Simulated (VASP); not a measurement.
AlGa3P4: relaxation of cell and atoms with PBE

The system is AlGa3P4.

```
CELL_PARAMETERS angstrom
5.49826 0.00000 0.00000
0.00000 5.49826 0.00000
0.00000 0.00000 5.49826
ATOMIC_POSITIONS crystal
Al 0.50000 0.50000 0.50000
Ga 0.00000 0.00000 0.50000
Ga 0.00000 0.50000 0.00000
Ga 0.50000 0.00000 0.00000
P 0.74953 0.74953 0.74953
P 0.74953 0.25047 0.25047
P 0.25047 0.74953 0.25047
P 0.25047 0.25047 0.74953
```

```yaml
Program: VASP 6.6.1
Task: relaxation of cell and atoms
Functional: PBE
Potentials_or_basis: VASP PAW PBE potentials, release 64 (Al, Ga_d, P)
Cutoff: 600 eV
k_mesh: 6 × 6 × 6
Occupations: gaussian, width 0.02 eV
Spin: no spin polarisation
Dipole_correction: no
Further_INCAR_settings: ALGO = Normal; EDIFF = 1e-06; IBRION = 2; EDIFFG = -0.01; NSW = 100; ISIF = 3
```

```yaml
Relaxed_volume: 20.87 Å³/atom
Relaxed_cell: a = 5.506 Å, b = 5.506 Å, c = 5.506 Å, α = 90.00°, β = 90.00°, γ = 90.00°
Space_group_after_relaxing_to_0.05_Å: P-43m (No. 215)
Energy_gained_by_relaxing: 0.1 meV/atom
Ionic_steps: 3
Pressure_after_relaxing: 0.0 GPa
Largest_force_after_relaxing: 0.006 eV/Å
Band_gap_on_the_k_mesh: 1.64 eV, indirect (least direct gap 1.72 eV)
```

Forces in eV/Å, atoms in the order of the input:
```
Al   0.000  0.000  0.000
Ga   0.000  0.000  0.000
Ga   0.000  0.000  0.000
Ga   0.000  0.000  0.000
P   -0.003 -0.003 -0.003
P   -0.003  0.003  0.003
P    0.003 -0.003  0.003
P    0.003  0.003 -0.003
```

The path:
```tsv
step	energy change (eV)	largest force (eV/Å)	pressure (GPa)	volume (Å³)
1	0.0000	0.0075	0.34	166.22
2	-0.0006	0.0048	-0.16	167.27
3	-0.0008	0.0058	-0.01	166.95
```

Final structure:
```
Al Ga P
1.0
     5.50628    0.00000    0.00000
     0.00000    5.50628    0.00000
     0.00000    0.00000    5.50628
Al Ga P
1 3 4
Direct
  0.50000 0.50000 0.50000
  0.00000 0.00000 0.50000
  0.00000 0.50000 0.00000
  0.50000 0.00000 0.00000
  0.74950 0.74950 0.74950
  0.74950 0.25050 0.25050
  0.25050 0.74950 0.25050
  0.25050 0.25050 0.74950
```

Levels at points of the mesh, in eV from the valence-band top:
| k point | band 28 | band 29 | band 30 | band 31 | band 32 | band 33 | band 34 | band 35 |
| --- | --- | --- | --- | --- | --- | --- | --- | --- |
| (0.00, 0.00, 0.00) | -2.42 | 0.00 | 0.00 | 0.00 | 1.72 | 1.72 | 1.72 | 1.76 |
| (0.50, 0.00, 0.00) | -1.56 | -1.56 | -1.45 | -1.45 | 2.27 | 2.45 | 3.69 | 3.77 |
| (0.50, 0.50, 0.00) | -1.09 | -1.07 | -1.07 | -0.99 | 3.07 | 3.24 | 3.24 | 3.56 |
| (0.50, 0.50, 0.50) | -0.97 | -0.93 | -0.93 | -0.93 | 1.64 | 1.64 | 1.64 | 2.63 |

It took 4 min on 1 thread of Intel(R) Xeon(R) Platinum 8375C CPU @ 2.90GHz (Ice Lake), with other jobs on the host, peak memory 0.41 GiB.

A k mesh can miss the band edges. As with any semilocal functional, this PBE gap is likely too small.
